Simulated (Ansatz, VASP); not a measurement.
**Two plane-wave programs on HfSi**

```
Hf Si
1.0
     0.00000    3.02336    3.02336
     3.02336    0.00000    3.02336
     3.02336    3.02336    0.00000
Hf Si
1 1
Direct
  0.00000 0.00000 0.00000
  0.25000 0.25000 0.25000
```

Alike in both runs: functional r2SCAN; k mesh 10 × 10 × 10; occupations gaussian, width 0.02 eV; no spin polarisation.

Ansatz relaxed the structure, and its values are those at the end. VASP's run is a single point on that final structure, the one shown.

```csv
,VASP,Ansatz
version,VASP 6.6.1,Ansatz 0.2.0
potentials or method,"VASP PAW PBE potentials, release 64 (Hf_pv, Si), cutoff 520 eV","scalar-relativistic, plane waves, PAW"
valence electrons in the cell,14,30
```

```csv
,VASP,Ansatz,Ansatz less VASP
gap on the k mesh at the Fermi level (eV),0.32,0.31,-0.008
least direct gap on the mesh (eV),0.32,0.31,-0.008
pressure (GPa),-0.2,0.0,+0.27
```

VASP's potentials were made for PBE, not for r2SCAN. VASP's potentials hold 14 valence electrons a cell and Ansatz's 30, so a difference there can come from the potentials and not from the codes.

Neither program's run includes spin-orbit coupling.
